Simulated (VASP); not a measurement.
# Bi (R-3m) in VASP: further runs

Runs on Bi. Level: PBE+D3(BJ). Tasks: relaxation of shape and atoms at fixed volume.

All numbers are computed with VASP 6.6.1; they aren't measurements. Logs are shortened: lines on timing, memory, paths and dates and some standing lists are left out, and cuts for length are marked.

## Step 1: The cell of the first run

Symmetry: R-3m, No. 166, trigonal system. The conventional cell has a = 4.602 Å, b = 4.602 Å, c = 11.983 Å, α = 90.00°, β = 90.00°, γ = 120.00°. Bi (site symmetry 3m) has 6 Bi at 3.13 to 3.54 Å within 4.1 Å.

## Step 2: Relaxation of shape and atoms at fixed volume, PBE+D3(BJ) (36.64 Å³/atom)

The input, INCAR:

```
PREC     = Accurate       # precision mode
ENCUT    = 600            # plane-wave cutoff, eV
EDIFF    = 1E-7           # SCF threshold, eV
ISMEAR   = 0              # smearing method
SIGMA    = 0.1            # smearing width, eV
LREAL    = F              # projectors in reciprocal space
LASPH    = T              # aspherical terms in the spheres
NELM     = 100            # most SCF steps
ALGO     = Fast           # electronic algorithm
ISIF     = 4              # what is computed and relaxed
LWAVE    = F              # write WAVECAR
LCHARG   = F              # write CHGCAR
GGA      = PE             # functional
IVDW     = 12             # dispersion correction
IBRION   = 2              # ionic algorithm
NSW      = 50             # ionic steps
EDIFFG   = -0.01          # ionic threshold
```

The input, KPOINTS:

```
regular mesh
0
Gamma
  12 12 12
```

The input, POSCAR:

```
Bi
1.0
    2.3012029916      1.3286001667      3.9944403557
   -2.3012029916      1.3286001667      3.9944403557
    0.0000000000     -2.6572003333      3.9944403557
Bi
2
Direct
    0.2355840033      0.2355840033      0.2355840033
    0.7644159967      0.7644159967      0.7644159967
```

Potentials or basis: VASP PAW PBE potentials, release 64 (Bi_d).

On the command line:

```bash
$ cat potpaw_PBE.64/Bi_d/POTCAR > POTCAR
$ mpirun -np 1 vasp_std > vasp.out
```

OUTCAR:

```text
PREC = Accurate
   ENCUT = 600
   EDIFF = 1E-7
   ISMEAR = 0
   LREAL = F
   LASPH = T
   NELM = 100
   ISIF = 4
   GGA = PE
   IVDW = 12
   IBRION = 2
   NSW = 50
   EDIFFG = -0.01
 IVDW          = 12

 ion  position               nearest neighbor table
   1  0.236  0.236  0.236-   2 3.13   2 3.13   2 3.13   2 3.54   2 3.54   2 3.54
   2  0.764  0.764  0.764-   1 3.13   1 3.13   1 3.13   1 3.54   1 3.54   1 3.54

  LATTYP: Found a trigonal (rhomboedric) cell.
 ALAT       =     4.7975272138
 COS(alpha) =     0.5398441351

  Lattice vectors:

 A1 = (   2.3012029916,   1.3286001667,   3.9944403557)
 A2 = (  -2.3012029916,   1.3286001667,   3.9944403557)
 A3 = (   0.0000000000,  -2.6572003333,   3.9944403557)

Analysis of symmetry for initial positions (statically):
=====================================================================
 Subroutine PRICEL returns:
 Original cell was already a primitive cell.

 Routine SETGRP: Setting up the symmetry group for a
 trigonal (rhombohedral) supercell.

 Subroutine GETGRP returns: Found 12 space group operations
 (whereof 12 operations were pure point group operations)
 out of a pool of 12 trial point group operations.

The static configuration has the point symmetry D_3d.

Analysis of symmetry for dynamics (positions and initial velocities):
=====================================================================
 Subroutine PRICEL returns:
 Original cell was already a primitive cell.

 Routine SETGRP: Setting up the symmetry group for a
 trigonal (rhombohedral) supercell.

 Subroutine GETGRP returns: Found 12 space group operations
 (whereof 12 operations were pure point group operations)
 out of a pool of 12 trial point group operations.

The dynamic configuration has the point symmetry D_3d.

 Subroutine INISYM returns: Found 12 space group operations
 (whereof 12 operations are pure point group operations),
 and found     1 'primitive' translations

----------------------------------------------------------------------------------------

                                     Primitive cell

  volume of cell :      73.2751

  direct lattice vectors                    reciprocal lattice vectors
     2.301202992  1.328600167  3.994440356     0.217277659  0.125445315  0.083449320
    -2.301202992  1.328600167  3.994440356    -0.217277659  0.125445315  0.083449320
     0.000000000 -2.657200333  3.994440356     0.000000000 -0.250890630  0.083449320

  length of vectors
     4.797527214  4.797527214  4.797527214     0.264404799  0.264404799  0.264404799

  position of ions in fractional coordinates (direct lattice)
     0.235584003  0.235584003  0.235584003
     0.764415997  0.764415997  0.764415997

  ion indices of the primitive-cell ions
   primitive index   ion index
                 1           1
                 2           2

----------------------------------------------------------------------------------------

 KPOINTS: regular mesh

Automatic generation of k-mesh.
 Grid dimensions read from file:
 generate k-points for:   12   12   12

 Generating k-lattice:

  Cartesian coordinates                     Fractional coordinates (reciprocal lattice)
     0.018106472  0.010453776  0.006954110     0.083333333  0.000000000  0.000000000
    -0.018106472  0.010453776  0.006954110     0.000000000  0.083333333  0.000000000
     0.000000000 -0.020907553  0.006954110     0.000000000  0.000000000  0.083333333

  Length of vectors
     0.022033733  0.022033733  0.022033733

  Shift w.r.t. Gamma in fractional coordinates (k-lattice)
     0.000000000  0.000000000  0.000000000

 Subroutine IBZKPT returns following result:
 ===========================================

 Found    189 irreducible k-points:

 Following reciprocal coordinates:
            Coordinates               Weight
  0.000000  0.000000  0.000000      1.000000
  0.083333  0.000000 -0.000000      6.000000
  0.166667 -0.000000 -0.000000      6.000000
  0.250000  0.000000  0.000000      6.000000
  0.333333  0.000000 -0.000000      6.000000
  0.416667  0.000000 -0.000000      6.000000
[... 16 lines left out ...]
  0.500000  0.166667 -0.000000     12.000000
 -0.416667  0.166667  0.000000     12.000000
 [... further k-points ...]
   k-points           NKPTS =    189   k-points in BZ     NKDIM =    189   number of bands    NBANDS=     19
   number of dos      NEDOS =    301   number of ions     NIONS =      2
   total plane-waves  NPLWV =  64000
   dimension x,y,z NGX =    40 NGY =   40 NGZ =   40
   dimension x,y,z NGXF=    80 NGYF=   80 NGZF=   80
   ions per type =               2
   NGX,Y,Z   is equivalent  to a cutoff of  13.86, 13.86, 13.86 a.u.
   NGXF,Y,Z  is equivalent  to a cutoff of  27.72, 27.72, 27.72 a.u.
 SYSTEM =  unknown system
   PREC   = accura    normal or accurate (medium, high low for compatibility)
   ISTART =      0    job   : 0-new  1-cont  2-samecut
   ICHARG =      2    charge: 1-file 2-atom 10-const
   ISPIN  =      1    spin polarized calculation?
   LNONCOLLINEAR =      F non collinear calculations
   LSORBIT =      F    spin-orbit coupling
   LASPH  =      T    aspherical Exc in radial PAW
   ENCUT  =  600.0 eV  44.10 Ry    6.64 a.u.   9.58  9.58  9.58*2*pi/ulx,y,z
   NELM   =    100;   NELMIN=  2; NELMDL= -5     # of ELM steps
   EDIFF  = 0.1E-06   stopping-criterion for ELM
   LREAL  =      F    real-space projection
   EDIFFG = -.1E-01   stopping-criterion for IOM
   NSW    =     50    number of steps for IOM
   IBRION =      2    ionic relax: 0-MD 1-quasi-New 2-CG
   NFREE  =      1    steps in history (QN), initial steepest desc. (CG)
   ISIF   =      4    stress and relaxation
   ISYM   =      2    0-nonsym 1-usesym 2-fastsym
   POTIM  = 0.5000    time-step for ionic-motion
   TEBEG  =    0.0;   TEEND  =   0.0 temperature during run
   PSTRESS=    0.0 pullay stress
   NELECT =      30.0000    total number of electrons
   NUPDOWN=      -1.0000    fix difference up-down
   EMIN   =  10.00;   EMAX   =-10.00  energy-range for DOS
   EFERMI =   0.00;   METHOD = LEGACY
   ISMEAR =     0;   SIGMA  =   0.10  broadening in eV -4-tet -1-fermi 0-gaus
   EFERMI_NEDOS =   21; number of points for ismear=-14 and -15
   IALGO  =     68    algorithm
   IMIX   =      4    mixing-type and parameters
     AMIX     =   0.40;   BMIX     =  1.00
     AMIX_MAG =   1.60;   BMIX_MAG =  1.00
  volume/ion in A,a.u.               =      36.64       247.24
  Fermi-wavevector in a.u.,A,eV,Ry     =   1.215616  2.297181 20.105635  1.477722
  Thomas-Fermi vector in A             =   2.350997
   LORBIT       =      0    0 simple, 1 ext, 2 COOP (PROOUT), +10 PAW based schemes
   GGA     = PE    functional components
   LHFCALC =     F    Hartree Fock is set to
   AEXX    =    0.0000 exact exchange contribution
   IVDW    =    12    specifies the selected vdW correction
   LEPSILON=     F    determine dielectric tensor
   LRPA    =     F    only Hartree local field effects (RPA)
 conjugate gradient relaxation of ions
 non-spin polarized calculation
 RMM-DIIS sequential band-by-band and
 Gauss-broadening in eV      SIGMA  =   0.10
  energy-cutoff  :      600.00
  volume of cell :       73.28
 maximum number of plane-waves:      2462
 NGX is ok and might be reduce to    40
   NGX = 19   NGY = 19   NGZ = 19

--------------------------------------- Ionic step        1  -------------------------------------------

 number of electron      30.0000001 magnetization

 Free energy of the ion-electron system (eV)
  ---------------------------------------------------
  ext. energy  EPLUGINS =         0.00000000
  ---------------------------------------------------
  free energy    TOTEN  =        -7.77218104 eV

  energy without entropy =       -7.77094940  energy(sigma->0) =       -7.77156522

------------------------ aborting loop because EDIFF is reached ----------------------------------------

 Edisp (eV)   -0.87006

 E8    (eV) :    -0.4324

  FORCE on cell =-STRESS in cart. coord.  units (eV):
  Direction    XX          YY          ZZ          XY          YZ          ZX
  --------------------------------------------------------------------------------------
  -------------------------------------------------------------------------------------
  Total      -1.03849    -1.03849    -0.95688     0.00000    -0.00000     0.00000
  in kB     -22.70684   -22.70684   -20.92235     0.00000    -0.00000     0.00000
  external pressure =      -22.11 kB  Pullay stress =        0.00 kB
[... 181 lines left out ...]
  energy  without entropy=       -8.6433537453  energy(sigma->0) =       -8.64394781

--------------------------------------- Ionic step        6  -------------------------------------------

 number of electron      29.9999998 magnetization

 Free energy of the ion-electron system (eV)
  ---------------------------------------------------
  ext. energy  EPLUGINS =         0.00000000
  ---------------------------------------------------
  free energy    TOTEN  =        -7.77460860 eV

  energy without entropy =       -7.77340388  energy(sigma->0) =       -7.77400624

 E-fermi :   5.8632     XC(G=0):  -9.3435

 val. band max:        5.8360777369   @ k =   0.4167   0.0833   0.0833
 cond. band min:       5.8651180978   @ k =  -0.4167   0.5000   0.4167
 fundamental gap:      0.0290403609
 Fermi energy:         5.8631851029

 k-point     1 :       0.0000    0.0000    0.0000
  band No.  band energies     occupation
      1     -16.9795      2.00000
      2     -16.9795      2.00000
      3     -16.8454      2.00000
      4     -16.8454      2.00000
      5     -16.8328      2.00000
      6     -16.6836      2.00000
[... 11 lines left out ...]
     18       8.7572      0.00000
     19      11.4896      0.00000
[... 489 lines left out ...]
      3     -16.8097      2.00000
      4     -16.7957      2.00000
      5     -16.7685      2.00000
      6     -16.7547      2.00000
[... 11 lines left out ...]
     18       9.0211      0.00000
     19      12.5643      0.00000

 [... further k-points ...]

------------------------ aborting loop because EDIFF is reached ----------------------------------------

 Edisp (eV)   -0.86999

 E8    (eV) :    -0.4323

  FORCE on cell =-STRESS in cart. coord.  units (eV):
  Direction    XX          YY          ZZ          XY          YZ          ZX
  --------------------------------------------------------------------------------------
  -------------------------------------------------------------------------------------
  Total      -0.84040    -0.84040    -0.83186     0.00000    -0.00000     0.00000
  in kB     -18.37548   -18.37548   -18.18889     0.00000    -0.00000     0.00000
  external pressure =      -18.31 kB  Pullay stress =        0.00 kB
[... 17 lines left out ...]
  FREE ENERGIE OF THE ION-ELECTRON SYSTEM (eV)
  ---------------------------------------------------
  free  energy   TOTEN  =        -8.6446032033 eV

  energy  without entropy=       -8.6433984763  energy(sigma->0) =       -8.64400084

 reached required accuracy - stopping structural energy minimisation
```

Wall time 39 min (1 thread of Oxide Virtual Turin-like, shared host); peak memory 0.42 GiB.

What came out:

| Item | Value |
| --- | --- |
| Free energy | -8.6446 eV |
| Energy gained by relaxing | 1.2 meV/atom |
| Ionic steps | 6 |
| Pressure after relaxing | -1.8 GPa |
| Band gap on the k mesh | zero (bands 15 and 16 overlap by 0.20 eV) |
| Dispersion energy per atom | -0.435 eV |

The path:
```csv
step,energy change (eV),largest force (eV/Å),pressure (GPa),volume (Å³)
1,0.0000,0.1067,-2.21,73.28
2,-0.0010,0.0726,-2.12,73.28
3,-0.0020,0.0108,-1.94,73.28
4,-0.0021,0.0117,-1.87,73.28
5,-0.0023,0.0056,-1.85,73.28
6,-0.0024,0.0010,-1.83,73.28
```

Final structure:
```
CELL_PARAMETERS angstrom
2.29083 1.32261 4.03069
-2.29083 1.32261 4.03069
0.00000 -2.64522 4.03069
ATOMIC_POSITIONS crystal
Bi 0.23411 0.23411 0.23411
Bi 0.76589 0.76589 0.76589
```

Caveat: spin-orbit coupling is left out, which moves the levels of the heavy elements.

## Step 3: Relaxation of shape and atoms at fixed volume, PBE+D3(BJ) (38.02 Å³/atom)

This run uses another cell than the first one, of 38.02 Å³/atom.

The input, INCAR:

```
PREC     = Accurate       # precision mode
ENCUT    = 600            # plane-wave cutoff, eV
EDIFF    = 1E-7           # SCF threshold, eV
ISMEAR   = 0              # smearing method
SIGMA    = 0.1            # smearing width, eV
LREAL    = False          # projectors in reciprocal space
LASPH    = True           # aspherical terms in the spheres
NELM     = 60             # most SCF steps
ALGO     = Fast           # electronic algorithm
ISIF     = 4              # what is computed and relaxed
LWAVE    = False          # write WAVECAR
LCHARG   = False          # write CHGCAR
GGA      = PE             # functional
IVDW     = 12             # dispersion correction
IBRION   = 2              # ionic algorithm
NSW      = 50             # ionic steps
EDIFFG   = -0.01          # ionic threshold
```

The input, KPOINTS:

```
Automatic mesh
0
Gamma
  12 12 12
```

The input, POSCAR:

```
Bi
1.0
    2.3189155930      1.3388265419      4.0820915332
   -2.3189155930      1.3388265419      4.0820915332
    0.0000000000     -2.6776530837      4.0820915332
Bi
2
Direct
    0.2340402600      0.2340402600      0.2340402600
    0.7659597400      0.7659597400      0.7659597400
```

Potentials or basis: VASP PAW PBE potentials, release 64 (Bi_d).

On the command line:

```bash
$ cat potpaw_PBE.64/Bi_d/POTCAR > POTCAR
$ mpirun -np 1 vasp_std > vasp.out
```

OUTCAR:

```text
PREC = Accurate
   ENCUT = 600
   EDIFF = 1E-7
   ISMEAR = 0
   LREAL = False
   LASPH = True
   NELM = 60
   ISIF = 4
   GGA = PE
   IVDW = 12
   IBRION = 2
   NSW = 50
   EDIFFG = -0.01
 IVDW          = 12

 ion  position               nearest neighbor table
   1  0.234  0.234  0.234-   2 3.15   2 3.15   2 3.15   2 3.62   2 3.62   2 3.62
   2  0.766  0.766  0.766-   1 3.15   1 3.15   1 3.15   1 3.62   1 3.62   1 3.62

  LATTYP: Found a trigonal (rhomboedric) cell.
 ALAT       =     4.8819358171
 COS(alpha) =     0.5487515257

  Lattice vectors:

 A1 = (   2.3189155930,   1.3388265419,   4.0820915332)
 A2 = (  -2.3189155930,   1.3388265419,   4.0820915332)
 A3 = (   0.0000000000,  -2.6776530837,   4.0820915332)

Analysis of symmetry for initial positions (statically):
=====================================================================
 Subroutine PRICEL returns:
 Original cell was already a primitive cell.

 Routine SETGRP: Setting up the symmetry group for a
 trigonal (rhombohedral) supercell.

 Subroutine GETGRP returns: Found 12 space group operations
 (whereof 12 operations were pure point group operations)
 out of a pool of 12 trial point group operations.

The static configuration has the point symmetry D_3d.

[... 142 lines left out ...]
   LRPA    =     F    only Hartree local field effects (RPA)
 conjugate gradient relaxation of ions
 non-spin polarized calculation
 RMM-DIIS sequential band-by-band and
 Gauss-broadening in eV      SIGMA  =   0.10
  energy-cutoff  :      600.00
  volume of cell :       76.04
 maximum number of plane-waves:      2567
   NGX = 19   NGY = 19   NGZ = 19

--------------------------------------- Ionic step        1  -------------------------------------------

 number of electron      30.0000004 magnetization

 Free energy of the ion-electron system (eV)
  ---------------------------------------------------
  ext. energy  EPLUGINS =         0.00000000
  ---------------------------------------------------
  free energy    TOTEN  =        -7.76448811 eV

  energy without entropy =       -7.76325659  energy(sigma->0) =       -7.76387235

------------------------ aborting loop because EDIFF is reached ----------------------------------------

 Edisp (eV)   -0.83708

 E8    (eV) :    -0.4160
[... 191 lines left out ...]
--------------------------------------- Ionic step        6  -------------------------------------------

 number of electron      30.0000002 magnetization

 Free energy of the ion-electron system (eV)
  ---------------------------------------------------
  ext. energy  EPLUGINS =         0.00000000
  ---------------------------------------------------
  free energy    TOTEN  =        -7.76963957 eV

  energy without entropy =       -7.76839288  energy(sigma->0) =       -7.76901623

 E-fermi :   5.4850     XC(G=0):  -9.1631

 val. band max:        5.4234621445   @ k =   0.3333   0.3333   0.2500
 cond. band min:       5.5214384317   @ k =   0.4167   0.0000   0.0000
 fundamental gap:      0.0979762872
 Fermi energy:         5.4849995333

 k-point     1 :       0.0000    0.0000    0.0000
  band No.  band energies     occupation
      1     -17.3254      2.00000
      2     -17.3254      2.00000
      3     -17.2007      2.00000
      4     -17.2007      2.00000
      5     -17.1859      2.00000
      6     -17.0504      2.00000
[... 505 lines left out ...]
      6     -17.1143      2.00000
[... 11 lines left out ...]
     18       8.5533      0.00000
     19      12.0586      0.00000

 [... further k-points ...]

------------------------ aborting loop because EDIFF is reached ----------------------------------------

 Edisp (eV)   -0.83684

 E8    (eV) :    -0.4158
[... 25 lines left out ...]
  FREE ENERGIE OF THE ION-ELECTRON SYSTEM (eV)
  ---------------------------------------------------
  free  energy   TOTEN  =        -8.6064787255 eV

  energy  without entropy=       -8.6052320336  energy(sigma->0) =       -8.60585538

 reached required accuracy - stopping structural energy minimisation
```

OSZICAR:

```text
N       E                     dE             d eps       ncg     rms          rms(c)
DAV:   1     0.305278963647E+03    0.30528E+03   -0.17789E+04  7182   0.203E+03
DAV:   2     0.176373330141E+02   -0.28764E+03   -0.28317E+03  7197   0.475E+02
DAV:   3    -0.683189739659E+01   -0.24469E+02   -0.24005E+02  8360   0.160E+02
[... 63 lines left out ...]
RMM:   4    -0.776962281749E+01   -0.22623E-04   -0.49951E-04  8346   0.278E-01    0.138E-02
RMM:   5    -0.776963669311E+01   -0.13876E-04   -0.17942E-04  8409   0.124E-01    0.634E-03
RMM:   6    -0.776963917069E+01   -0.24776E-05   -0.30572E-05  9656   0.531E-02    0.148E-03
RMM:   7    -0.776963954643E+01   -0.37574E-06   -0.38023E-06  9739   0.181E-02    0.639E-04
RMM:   8    -0.776963957190E+01   -0.25473E-07   -0.41445E-07  5589   0.650E-03
   6 F= -.86064787E+01 E0= -.86058554E+01  d E =-.637524E-03
```

Run time: 43 min. Hardware: 1 thread of Oxide Virtual Turin-like, shared host; peak memory 0.42 GiB.

Results:

```
Free energy                  : -8.6065 eV
Energy gained by relaxing    : 2.5 meV/atom
Ionic steps                  : 6
Pressure after relaxing      : -2.6 GPa
Largest force after relaxing : 0.004 eV/Å
Band gap on the k mesh       : zero (bands 15 and 16 overlap by 0.21 eV)
Dispersion energy per atom   : -0.418 eV
```

Forces on the atoms (eV/Å):
```
Bi   0.000  0.000  0.004
Bi   0.000  0.000 -0.004
```

Step by step:
```csv
step,energy change (eV),largest force (eV/Å),pressure (GPa),volume (Å³)
1,0.0000,0.1485,-3.17,76.04
2,-0.0021,0.1007,-3.03,76.04
3,-0.0041,0.0127,-2.77,76.04
4,-0.0043,0.0230,-2.67,76.04
5,-0.0047,0.0131,-2.63,76.04
6,-0.0049,0.0038,-2.59,76.04
```

Final structure:
```xyz
2
Lattice="2.3013 1.3287 4.1447 -2.3013 1.3287 4.1447 0.0000 -2.6573 4.1447" Properties=species:S:1:pos:R:3 pbc="T T T"
Bi    0.0000    0.0000    2.8843
Bi    0.0000    0.0000    9.5499
```

Caveat: spin-orbit coupling is left out, which moves the levels of the heavy elements.

The gap in the log of VASP goes by the Fermi energy; the results here count the filled bands.